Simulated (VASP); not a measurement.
Input of a VASP 6.6.1 run:

The input INCAR:

```
SYSTEM = Cl
ALGO     = Normal         ! electronic algorithm
EDIFF    = 1E-6           ! SCF threshold, eV
ENCUT    = 520            ! plane-wave cutoff, eV
GGA      = CA             ! functional
ISIF     = 2              ! what is computed and relaxed
ISMEAR   = -1             ! smearing method
LASPH    = .TRUE.         ! aspherical terms in the spheres
LCHARG   = .TRUE.         ! write CHGCAR
LELF     = .TRUE.         ! ELF
LREAL    = .FALSE.        ! projectors in reciprocal space
LVHAR    = .TRUE.       
LWAVE    = .FALSE.        ! write WAVECAR
NBANDS   = 22             ! bands
NELM     = 80             ! most SCF steps
PREC     = Accurate       ! precision mode
SIGMA    = 0.05           ! smearing width, eV
```

Contents of KPOINTS:

```
k-points
0
G
  7 7 4
  0 0 0
```

POSCAR

```
Cl
1.0
    3.1238919815     -2.2348988739      0.0000000000
    3.1238919815      2.2348988739      0.0000000000
    0.0000000000      0.0000000000      8.1548976686
Cl
4
Direct
    0.3700000000      0.6300000000      0.4000000000
    0.1300000000      0.8700000000      0.9000000000
    0.6300000000      0.3700000000      0.6000000000
    0.8700000000      0.1300000000      0.1000000000
```

Potentials or basis: VASP PAW LDA potentials, release 64 (Cl).

Launch:

```bash
$ cat potpaw_LDA.64/Cl/POTCAR > POTCAR
$ mpirun -np 1 vasp_std > vasp.out
```

Problem. Predict the pressure.

Solution. -2.3 GPa.

Problem. What does it give for the band gap on the k mesh?

Solution. 2.43 eV, indirect (least direct gap 2.49 eV).

Forces on the atoms (eV/Å):
```
Cl   0.000 -0.123 -0.004
Cl   0.000  0.123 -0.004
Cl   0.000  0.123  0.004
Cl   0.000 -0.123  0.004
```

 A k mesh can miss the band edges.
